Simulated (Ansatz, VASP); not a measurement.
# AlGa3N4 in VASP and in Ansatz

INCAR

```
ALGO = Normal
EDIFF = 1E-6
ENCUT = 520
GGA = PS
ISIF = 2
ISMEAR = 0
LASPH = T
LCHARG = F
LREAL = F
LWAVE = F
NBANDS = 41
NELM = 100
PREC = Accurate
SIGMA = 0.05
```

The input KPOINTS:

```
k-points
0
Gamma
  6 6 6
```

Contents of POSCAR:

```
AlGa3N4
1.0
    4.1548469939      0.0000000000      0.0000000000
    0.0000000000      4.4675774128      0.0000000000
    0.0000000000      0.0000000000      4.4675774128
Al Ga N
1 3 4
Direct
    0.0000000000      0.0000000000      0.0000000000
    0.4815783830      0.5000000336      0.0000000000
    0.5184216170      0.0000000000      0.4999997448
    0.0000000000      0.4999999664      0.5000002552
    0.7550464963      0.7493609283      0.2392682031
    0.7550463181      0.2506389141      0.7607318177
    0.2449536612      0.7607318861      0.7493609967
    0.2449535244      0.2392682715      0.2506389825
```

Input for Ansatz:

```yaml
crystal:
  lattice:
    - [4.1548469939, 0.0, 0.0]
    - [0.0, 4.4675774128, 0.0]
    - [0.0, 0.0, 4.4675774128]
  atoms:
    - { symbol: Al, position: [0.0, 0.0, 0.0] }
    - { symbol: Ga, position: [0.481578383, 0.5000000336, 0.0] }
    - { symbol: Ga, position: [0.518421617, 0.0, 0.4999997448] }
    - { symbol: Ga, position: [0.0, 0.4999999664, 0.5000002552] }
    - { symbol: "N", position: [0.7550464963, 0.7493609283, 0.2392682031] }
    - { symbol: "N", position: [0.7550463181, 0.2506389141, 0.7607318177] }
    - { symbol: "N", position: [0.2449536612, 0.7607318861, 0.7493609967] }
    - { symbol: "N", position: [0.2449535244, 0.2392682715, 0.2506389825] }
basis:
  ecutwfc: 520.0
kpoints:
  mp_grid: { grid: [6, 6, 6] }
hamiltonian:
  xc: pbesol
  pseudopotentials: { kind: paw, azcp: { folder: soft_1 } }
scf:
  occupations: { method: gaussian, width: 0.05 }
output:
  forces: true
  stress: true
  eigenvalues: true
```

Change from the starting cell: mode 4 frozen in at -0.082 Å, normal strain along x -0.0700.

Alike in both runs: task single point; functional PBEsol; k mesh 6 × 6 × 6; occupations gaussian, width 0.05 eV; no spin polarisation.

```csv
,VASP,Ansatz
version,VASP 6.6.1,Ansatz 0.2.0
potentials or method,"VASP PAW PBE potentials, release 64 (Al, Ga_d, N), cutoff 520 eV","scalar-relativistic, plane waves, PAW"
valence electrons in the cell,62,62
```

Ansatz gave:

| Property | Result |
| --- | --- |
| gap on the k mesh at the Fermi level (eV) | 2.59 |
| least direct gap on the mesh (eV) | 2.59 |
| pressure (GPa) | 15.5 |
| traceless stress, the component that is largest in VASP (GPa) | 4.23 |
| rms of the force components (eV/Å) | 0.196 |

Task: Estimate VASP's values.

Result: gap on the k mesh at the Fermi level (eV): 2.61; least direct gap on the mesh (eV): 2.61; pressure (GPa): 15.4; traceless stress, the component that is largest in VASP (GPa): 4.27; rms of the force components (eV/Å): 0.197.

VASP's potentials were made for PBE, not for PBEsol, and Ansatz warns of the same on its side. Atom by atom the forces differ by 0.008 eV/Å (rms over components). Ansatz's warnings: structure snapped to symmetry.
